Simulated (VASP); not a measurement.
Write the native input for VASP 6.6.1 that does the following.

```yaml
Task: single point
Functional: PBEsol
Potentials_or_basis: VASP PAW PBE potentials, release 64 (Hf_pv, Be)
Cutoff: 520 eV
k_mesh: 15 × 15 × 15
Occupations: gaussian, width 0.1 eV
Spin: no spin polarisation
Dipole_correction: no
Further_INCAR_settings: ALGO = Fast; EDIFF = 1e-07; NBANDS = 24
```

The structure of Hf3Be lies in POSCAR:

```
Hf3Be
1.0
   -2.0920000000      2.0920000000      4.3530460000
    2.0920000000     -2.0920000000      4.3530460000
    2.0920000000      2.0920000000     -4.3530460000
Hf Be
3 1
Direct
    0.5000000000      0.5000000000      0.0000000000
    0.2500000000      0.7500000000      0.5000000000
    0.7500000000      0.2500000000      0.5000000000
    0.0000000000      0.0000000000      0.0000000000
```

The input as run:

INCAR

```
  ALGO = Fast
  EDIFF = 1E-7
  ENCUT = 520
  GGA = PS
  ISIF = 2
  ISMEAR = 0
  LASPH = T
  LCHARG = T
  LELF = T
  LREAL = F
  LVHAR = T
  LWAVE = F
  NBANDS = 24
  NELM = 60
  PREC = Accurate
  SIGMA = 0.1
```

KPOINTS

```
k-points
0
Gamma
  15 15 15
```

Potentials or basis: VASP PAW PBE potentials, release 64 (Hf_pv, Be).

Launch:

```console
$ cat potpaw_PBE.64/Hf_pv/POTCAR potpaw_PBE.64/Be/POTCAR > POTCAR
$ mpirun -np 1 vasp_std > vasp.out
```

Results of the run:

| Quantity | Value |
| --- | --- |
| Pressure | -4.4 GPa |
| Band gap on the k mesh | zero (bands 16 and 17 overlap by 0.54 eV) |

Caveat: the cell stands under tension; the PAW data sets were made with another functional, which shifts forces and pressure a little; spin-orbit coupling is left out, which moves the levels of the heavy elements.

Run time: 8.7 min on 1 thread of Intel(R) Xeon(R) Platinum 8488C (Sapphire Rapids), on a shared host, peak memory 0.57 GiB.
